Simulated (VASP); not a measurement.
The system is RbBr.

```
CELL_PARAMETERS angstrom
0.00000 3.44970 3.44970
3.44970 0.00000 3.44970
3.44970 3.44970 0.00000
ATOMIC_POSITIONS crystal
Rb 0.00000 0.00000 0.00000
Br 0.50000 0.50000 0.50000
```

Base run:

* Program: VASP 6.6.1
* Functional: r2SCAN
* Potentials or basis: VASP PAW PBE potentials, release 64 (Rb_sv, Br)
* Cutoff: 520 eV
* k mesh: 7 × 7 × 7
* Occupations: fermi-dirac, width 0.05 eV
* Spin: no spin polarisation

Its results: band gap on the k mesh 4.92 eV; pressure 0.2 GPa.

Task: The run is repeated on the same cell with these changes: functional from r2SCAN to PBE; further incar settings from ALGO = Normal; EDIFF = 1e-06; NBANDS = 15 to ALGO = Normal; EDIFF = 1e-07; NBANDS = 15. What comes out?

Result: Band gap on the k mesh 4.31 eV; pressure 0.7 GPa.

Caveats: an odd mesh through Γ misses points on the zone boundary, where band edges can lie; the PAW data sets were made with another functional, which shifts forces and pressure a little (at least some runs).
